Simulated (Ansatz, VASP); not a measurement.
## Yb: VASP beside Ansatz

POSCAR

```
Yb
1.0
    3.7748889466      0.0000000000      0.0000000000
   -1.8874444733      3.2691497243      0.0000000000
    0.0000000000      0.0000000000      6.2479740600
Yb
2
Direct
    0.6666666667      0.3333333333      0.7500000000
    0.3333333333      0.6666666667      0.2500000000
```

Contents of INCAR.step1:

```
PREC = Accurate ; ENCUT = 520
ISMEAR = -1 ; SIGMA = 0.03
LREAL = F ; LASPH = T
NELM = 100 ; NBANDS = 31
GGA = PE ; ALGO = Normal
EDIFF = 1E-4 ; LWAVE = T
LCHARG = F
```

INCAR.step2

```
PREC = Accurate ; ENCUT = 520
EDIFF = 1E-8 ; ISMEAR = -1
SIGMA = 0.03 ; LREAL = F
LASPH = T ; NELM = 100
ALGO = Normal ; ISIF = 2
LWAVE = F ; LCHARG = F
METAGGA = R2SCAN ; LMIXTAU = T
LEFG = T ; NBANDS = 31
ISTART = 1
```

File KPOINTS:

```
Automatic mesh
0
Gamma
  12 12 7
```

Input for Ansatz:

```yaml
crystal:
  lattice:
    - [3.7748889466, 0.0, 0.0]
    - [-1.8874444733, 3.2691497243, 0.0]
    - [0.0, 0.0, 6.24797406]
  atoms:
    - { symbol: Yb, position: [0.6666666667, 0.3333333333, 0.75] }
    - { symbol: Yb, position: [0.3333333333, 0.6666666667, 0.25] }
kpoints:
  mp_grid: { grid: [12, 12, 7] }
scf:
  occupations: { method: fermi_dirac, width: 0.03 }
hamiltonian:
  xc: r2scan
  pseudopotentials: { kind: all_electron, datasets: crystal }
output:
  forces: true
  stress: true
  eigenvalues: true
  efg: { contact_densities: true }
```

Change from the starting cell: volume scaled by 0.9405, crystal datasets.

Alike in both runs: task electric field gradients; functional r2SCAN; k mesh 12 × 12 × 7; occupations fermi-dirac, width 0.03 eV; no spin polarisation.

|  | VASP | Ansatz |
| --- | --- | --- |
| version | VASP 6.6.1 | Ansatz 0.2.0 |
| potentials or method | VASP PAW PBE potentials, release 64 (Yb), cutoff 520 eV | all-electron PAW with datasets made for the crystal, scalar-relativistic |

Ansatz gave:

| Quantity | Value |
| --- | --- |
| pressure (GPa) | -1.5 |
| traceless stress, the component that is largest in VASP (GPa) | -0.08 |
| size of Vzz on the site where it differs most (V/Å²) | 22.4 |

**Question.** Which values does VASP return?

**Answer.** Pressure (GPa): -1.9; traceless stress, the component that is largest in VASP (GPa): -0.08; size of Vzz on the site where it differs most (V/Å²): 22.5.

VASP's potentials were made for PBE, not for r2SCAN. Ansatz ran all-electron here, and VASP with PAW potentials.

Neither program's run includes spin-orbit coupling.
